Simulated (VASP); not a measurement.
# Mg (Fm-3m) in VASP: further runs

The runs below take Mg through relaxation of cell and atoms, with RPBE, revPBE.

Program: VASP 6.6.1. These are calculated values, not measurements. Logs are shortened: lines on timing, memory, paths and dates and some standing lists are left out, and cuts for length are marked.

## Step 1: The cell of the first run

It takes space group Fm-3m (No. 225, cubic). Conventional cell: a = 4.489 Å, b = 4.489 Å, c = 4.489 Å, α = 90.00°, β = 90.00°, γ = 90.00°. Within 4.2 Å of Mg (site symmetry m-3m) lie 12 Mg at 3.17 Å.

## Step 2: Relaxation of cell and atoms, RPBE

The input, INCAR:

```
SYSTEM = Mg
ALGO = Normal ; EDIFF = 1E-7
EDIFFG = -0.01 ; ENCUT = 600
GGA = RP ; IBRION = 2
ISIF = 3 ; ISMEAR = -1
LASPH = .TRUE. ; LCHARG = .FALSE.
LREAL = .FALSE. ; LWAVE = .FALSE.
NELM = 80 ; NSW = 60
PREC = Accurate ; SIGMA = 0.05
```

The input, KPOINTS:

```
k-points
0
G
  10 10 10
  0 0 0
```

The input, POSCAR:

```
Mg
1.0
    0.0000000000      2.2442560000      2.2442560000
    2.2442560000      0.0000000000      2.2442560000
    2.2442560000      2.2442560000      0.0000000000
Mg
1
Direct
    0.0000000000      0.0000000000      0.0000000000
```

Potentials or basis: VASP PAW PBE potentials, release 64 (Mg).

Run with:

```sh
$ cat potpaw_PBE.64/Mg/POTCAR > POTCAR
$ mpirun -np 1 vasp_std > vasp.out
```

OUTCAR:

```text
SYSTEM = Mg
   EDIFF = 1E-7
   EDIFFG = -0.01
   ENCUT = 600
   GGA = RP
   IBRION = 2
   ISIF = 3
   ISMEAR = -1
   LASPH = .TRUE.
   LREAL = .FALSE.
   NELM = 80
   NSW = 60
   PREC = Accurate

 ion  position               nearest neighbor table
   1  0.000  0.000  0.000-

  LATTYP: Found a face centered cubic cell.
 ALAT       =     4.4885120000

  Lattice vectors:

 A1 = (   0.0000000000,   2.2442560000,   2.2442560000)
 A2 = (   2.2442560000,   0.0000000000,   2.2442560000)
 A3 = (   2.2442560000,   2.2442560000,   0.0000000000)

Analysis of symmetry for initial positions (statically):
=====================================================================
 Subroutine PRICEL returns:
 Original cell was already a primitive cell.

 Routine SETGRP: Setting up the symmetry group for a
 face centered cubic supercell.

 Subroutine GETGRP returns: Found 48 space group operations
 (whereof 48 operations were pure point group operations)
 out of a pool of 48 trial point group operations.

The static configuration has the point symmetry O_h .

Analysis of symmetry for dynamics (positions and initial velocities):
=====================================================================
 Subroutine PRICEL returns:
 Original cell was already a primitive cell.

 Routine SETGRP: Setting up the symmetry group for a
 face centered cubic supercell.

 Subroutine GETGRP returns: Found 48 space group operations
 (whereof 48 operations were pure point group operations)
 out of a pool of 48 trial point group operations.

The dynamic configuration has the point symmetry O_h .

 Subroutine INISYM returns: Found 48 space group operations
 (whereof 48 operations are pure point group operations),
 and found     1 'primitive' translations

----------------------------------------------------------------------------------------

                                     Primitive cell

  volume of cell :      22.6072

  direct lattice vectors                    reciprocal lattice vectors
     0.000000000  2.244256000  2.244256000    -0.222790983  0.222790983  0.222790983
     2.244256000  0.000000000  2.244256000     0.222790983 -0.222790983  0.222790983
     2.244256000  2.244256000  0.000000000     0.222790983  0.222790983 -0.222790983

  length of vectors
     3.173857273  3.173857273  3.173857273     0.385885302  0.385885302  0.385885302

  position of ions in fractional coordinates (direct lattice)
     0.000000000  0.000000000  0.000000000

  ion indices of the primitive-cell ions
   primitive index   ion index
                 1           1

----------------------------------------------------------------------------------------

 KPOINTS: k-points

Automatic generation of k-mesh.
 Grid dimensions read from file:
 generate k-points for:   10   10   10

 Generating k-lattice:

  Cartesian coordinates                     Fractional coordinates (reciprocal lattice)
    -0.022279098  0.022279098  0.022279098     0.100000000  0.000000000  0.000000000
     0.022279098 -0.022279098  0.022279098     0.000000000  0.100000000  0.000000000
     0.022279098  0.022279098 -0.022279098     0.000000000  0.000000000  0.100000000

  Length of vectors
     0.038588530  0.038588530  0.038588530

  Shift w.r.t. Gamma in fractional coordinates (k-lattice)
     0.000000000  0.000000000  0.000000000

 Subroutine IBZKPT returns following result:
 ===========================================

 Found     47 irreducible k-points:

 Following reciprocal coordinates:
            Coordinates               Weight
  0.000000  0.000000  0.000000      1.000000
  0.100000  0.000000  0.000000      8.000000
  0.200000  0.000000  0.000000      8.000000
  0.300000  0.000000  0.000000      8.000000
  0.400000  0.000000  0.000000      8.000000
  0.500000  0.000000  0.000000      4.000000
[... 16 lines left out ...]
  0.300000  0.300000  0.000000      6.000000
  0.400000  0.300000  0.000000     24.000000
 [... further k-points ...]
   k-points           NKPTS =     47   k-points in BZ     NKDIM =     47   number of bands    NBANDS=      5
   number of dos      NEDOS =    301   number of ions     NIONS =      1
   total plane-waves  NPLWV =  21952
   dimension x,y,z NGX =    28 NGY =   28 NGZ =   28
   dimension x,y,z NGXF=    56 NGYF=   56 NGZF=   56
   ions per type =               1
   NGX,Y,Z   is equivalent  to a cutoff of  14.67, 14.67, 14.67 a.u.
   NGXF,Y,Z  is equivalent  to a cutoff of  29.33, 29.33, 29.33 a.u.
 SYSTEM =  Mg
   PREC   = accura    normal or accurate (medium, high low for compatibility)
   ISTART =      0    job   : 0-new  1-cont  2-samecut
   ICHARG =      2    charge: 1-file 2-atom 10-const
   ISPIN  =      1    spin polarized calculation?
   LNONCOLLINEAR =      F non collinear calculations
   LSORBIT =      F    spin-orbit coupling
   LASPH  =      T    aspherical Exc in radial PAW
   ENCUT  =  600.0 eV  44.10 Ry    6.64 a.u.   6.34  6.34  6.34*2*pi/ulx,y,z
   NELM   =     80;   NELMIN=  2; NELMDL= -5     # of ELM steps
   EDIFF  = 0.1E-06   stopping-criterion for ELM
   LREAL  =      F    real-space projection
   EDIFFG = -.1E-01   stopping-criterion for IOM
   NSW    =     60    number of steps for IOM
   IBRION =      2    ionic relax: 0-MD 1-quasi-New 2-CG
   NFREE  =      1    steps in history (QN), initial steepest desc. (CG)
   ISIF   =      3    stress and relaxation
   ISYM   =      2    0-nonsym 1-usesym 2-fastsym
   POTIM  = 0.5000    time-step for ionic-motion
   TEBEG  =    0.0;   TEEND  =   0.0 temperature during run
   PSTRESS=    0.0 pullay stress
   NELECT =       2.0000    total number of electrons
   NUPDOWN=      -1.0000    fix difference up-down
   EMIN   =  10.00;   EMAX   =-10.00  energy-range for DOS
   EFERMI =   0.00;   METHOD = LEGACY
   ISMEAR =    -1;   SIGMA  =   0.05  broadening in eV -4-tet -1-fermi 0-gaus
   EFERMI_NEDOS =   21; number of points for ismear=-14 and -15
   IALGO  =     38    algorithm
   IMIX   =      4    mixing-type and parameters
     AMIX     =   0.40;   BMIX     =  1.00
     AMIX_MAG =   1.60;   BMIX_MAG =  1.00
  volume/ion in A,a.u.               =      22.61       152.56
  Fermi-wavevector in a.u.,A,eV,Ry     =   0.729462  1.378483  7.239854  0.532114
  Thomas-Fermi vector in A             =   1.821189
   LORBIT       =      0    0 simple, 1 ext, 2 COOP (PROOUT), +10 PAW based schemes
   GGA     = RP    functional components
   LHFCALC =     F    Hartree Fock is set to
   AEXX    =    0.0000 exact exchange contribution
   IVDW    =     0    specifies the selected vdW correction
   LEPSILON=     F    determine dielectric tensor
   LRPA    =     F    only Hartree local field effects (RPA)
 conjugate gradient relaxation of ions
 non-spin polarized calculation
  energy-cutoff  :      600.00
  volume of cell :       22.61
 maximum number of plane-waves:       769
 NGX is ok and might be reduce to    28
   NGX = 13   NGY = 13   NGZ = 13

--------------------------------------- Ionic step        1  -------------------------------------------

 number of electron       2.0000000 magnetization

 Free energy of the ion-electron system (eV)
  ---------------------------------------------------
  ext. energy  EPLUGINS =         0.00000000
  ---------------------------------------------------
  free energy    TOTEN  =        -1.32495086 eV

  energy without entropy =       -1.32095533  energy(sigma->0) =       -1.32295310

------------------------ aborting loop because EDIFF is reached ----------------------------------------

  FORCE on cell =-STRESS in cart. coord.  units (eV):
  Direction    XX          YY          ZZ          XY          YZ          ZX
  --------------------------------------------------------------------------------------
  -------------------------------------------------------------------------------------
  Total        0.2591839      0.2591839      0.2591839      0.0000000      0.0000000     -0.0000000
  in kB       18.3684038     18.3684038     18.3684038      0.0000000      0.0000000     -0.0000000
  external PRESSURE =      18.3684038 kB  Pullay stress =       0.0000000 kB
[... 55 lines left out ...]
  energy  without entropy=       -1.3267566697  energy(sigma->0) =       -1.32878693

--------------------------------------- Ionic step        3  -------------------------------------------

 number of electron       2.0000000 magnetization

 Free energy of the ion-electron system (eV)
  ---------------------------------------------------
  ext. energy  EPLUGINS =         0.00000000
  ---------------------------------------------------
  free energy    TOTEN  =        -1.33114390 eV

  energy without entropy =       -1.32704500  energy(sigma->0) =       -1.32909445

 E-fermi :   2.6269     XC(G=0):  -8.2912

 val. band max:        2.5948523839   @ k =  -0.4000   0.5000   0.1000
 cond. band min:       2.7199715261   @ k =  -0.3000   0.4000   0.1000
 fundamental gap:      0.1251191421
 Fermi energy:         2.6269042265

 k-point     1 :       0.0000    0.0000    0.0000
  band No.  band energies     occupation
      1      -4.2226      2.00000
      2      14.7233      0.00000
      3      14.7233      0.00000
      4      14.7233      0.00000
      5      16.5567      0.00000

 k-point     2 :       0.1000    0.0000    0.0000
  band No.  band energies     occupation
      1      -4.0053      2.00000
      2      12.1203      0.00000
      3      14.2810      0.00000
      4      14.2810      0.00000
      5      16.4337      0.00000
[... 169 lines left out ...]
 k-point    24 :       0.4000    0.3000    0.0000
  band No.  band energies     occupation
      1      -0.5954      2.00000
      2       7.2874      0.00000
      3       7.8050      0.00000
      4      10.0255      0.00000
      5      10.8202      0.00000

 [... further k-points ...]
[... 5 lines left out ...]
  --------------------------------------------------------------------------------------
  -------------------------------------------------------------------------------------
  Total       -0.0024764     -0.0024764     -0.0024764      0.0000000      0.0000000      0.0000000
  in kB       -0.1670876     -0.1670876     -0.1670876      0.0000000      0.0000000      0.0000000
  external PRESSURE =      -0.1670876 kB  Pullay stress =       0.0000000 kB
[... 16 lines left out ...]
  FREE ENERGIE OF THE ION-ELECTRON SYSTEM (eV)
  ---------------------------------------------------
  free  energy   TOTEN  =        -1.3311439018 eV

  energy  without entropy=       -1.3270449996  energy(sigma->0) =       -1.32909445

 reached required accuracy - stopping structural energy minimisation
```

Wall time 7.6 s (1 thread of Intel Xeon 6975P-C (Granite Rapids), shared host); peak memory 0.16 GiB.

Results:

```
Free energy                            : -1.3311 eV
Relaxed volume                         : 23.75 Å³/atom
Relaxed cell                           : a = 3.226 Å, b = 3.226 Å, c = 3.226 Å, α = 60.00°, β = 60.00°, γ = 60.00°
Space group after relaxing (to 0.05 Å) : Fm-3m (No. 225)
Energy gained by relaxing              : 6.2 meV/atom
Ionic steps                            : 3
Pressure after relaxing                : 0.0 GPa
Band gap on the k mesh                 : zero (band 1 reaches 3.38 eV, above the bottom of band 2 at 1.30 eV)
```

The path:
| step | energy change (eV) | largest force (eV/Å) | pressure (GPa) | volume (Å³) |
| --- | --- | --- | --- | --- |
| 1 | 0.0000 | 0.0000 | 1.84 | 22.61 |
| 2 | -0.0059 | 0.0000 | 0.40 | 23.47 |
| 3 | -0.0062 | 0.0000 | -0.02 | 23.75 |

Final structure:
```xyz
1
Lattice="0.0000 2.2813 2.2813 2.2813 0.0000 2.2813 2.2813 2.2813 0.0000" Properties=species:S:1:pos:R:3 pbc="T T T"
Mg    0.0000    0.0000    0.0000
```

Levels at points of the mesh, in eV from the Fermi level:
| k point | band 1 | band 2 | band 3 | band 4 | band 5 |
| --- | --- | --- | --- | --- | --- |
| (0.00, 0.00, 0.00) | -6.85 | 12.10 | 12.10 | 12.10 | 13.93 |
| (0.50, 0.00, 0.00) | -1.75 | -1.33 | 11.02 | 11.02 | 11.77 |
| (0.50, 0.50, 0.00) | -0.29 | 0.72 | 5.93 | 6.73 | 6.73 |

Caveat: the PAW data sets were made with another functional, which shifts forces and pressure a little.

## Step 3: Relaxation of cell and atoms, revPBE

The input, INCAR:

```
SYSTEM = Mg
PREC = Accurate
ENCUT = 600
EDIFF = 1E-6
ISMEAR = -1
SIGMA = 0.05
LREAL = .False.
LASPH = .True.
NELM = 100
ALGO = Normal
ISIF = 3
LWAVE = .False.
LCHARG = .False.
GGA = RE
IBRION = 2
NSW = 60
EDIFFG = -0.01
```

The input, KPOINTS:

```
Automatic mesh
0
Gamma
  10 10 10
  0 0 0
```

POSCAR is that of step 2.

Potentials or basis: VASP PAW PBE potentials, release 64 (Mg).

Run with:

```sh
$ cat potpaw_PBE.64/Mg/POTCAR > POTCAR
$ mpirun -np 1 vasp_std > vasp.out
```

Run time: 6.4 s. Hardware: 1 thread of Intel Xeon 6975P-C (Granite Rapids), shared host; peak memory 0.16 GiB.

The run converged. Its results:

| Quantity | Value |
| --- | --- |
| Free energy | -1.3506 eV |
| Relaxed volume | 23.62 Å³/atom |
| Relaxed cell | a = 3.220 Å, b = 3.220 Å, c = 3.220 Å, α = 60.00°, β = 60.00°, γ = 60.00° |
| Space group after relaxing (to 0.05 Å) | Fm-3m (No. 225) |
| Energy gained by relaxing | 4.8 meV/atom |
| Ionic steps | 3 |
| Pressure after relaxing | 0.0 GPa |
| Band gap on the k mesh | zero (band 1 reaches 3.39 eV, above the bottom of band 2 at 1.30 eV) |

Step by step:
| step | energy change (eV) | largest force (eV/Å) | pressure (GPa) | volume (Å³) |
| --- | --- | --- | --- | --- |
| 1 | 0.0000 | 0.0000 | 1.62 | 22.61 |
| 2 | -0.0046 | 0.0000 | 0.36 | 23.36 |
| 3 | -0.0048 | 0.0000 | -0.02 | 23.62 |

Final structure:
```yaml
crystal:
  lattice:
    - [0.00000, 2.27718, 2.27718]
    - [2.27718, 0.00000, 2.27718]
    - [2.27718, 2.27718, 0.00000]
  atoms:
    - { symbol: Mg, position: [0.00000, 0.00000, 0.00000] }
```

Levels at points of the mesh, in eV from the Fermi level:
| k point | band 1 | band 2 | band 3 | band 4 | band 5 |
| --- | --- | --- | --- | --- | --- |
| (0.00, 0.00, 0.00) | -6.87 | 12.13 | 12.13 | 12.13 | 13.97 |
| (0.50, 0.00, 0.00) | -1.75 | -1.34 | 11.05 | 11.05 | 11.81 |
| (0.50, 0.50, 0.00) | -0.29 | 0.72 | 5.94 | 6.75 | 6.75 |

Caveat: the PAW data sets were made with another functional, which shifts forces and pressure a little.
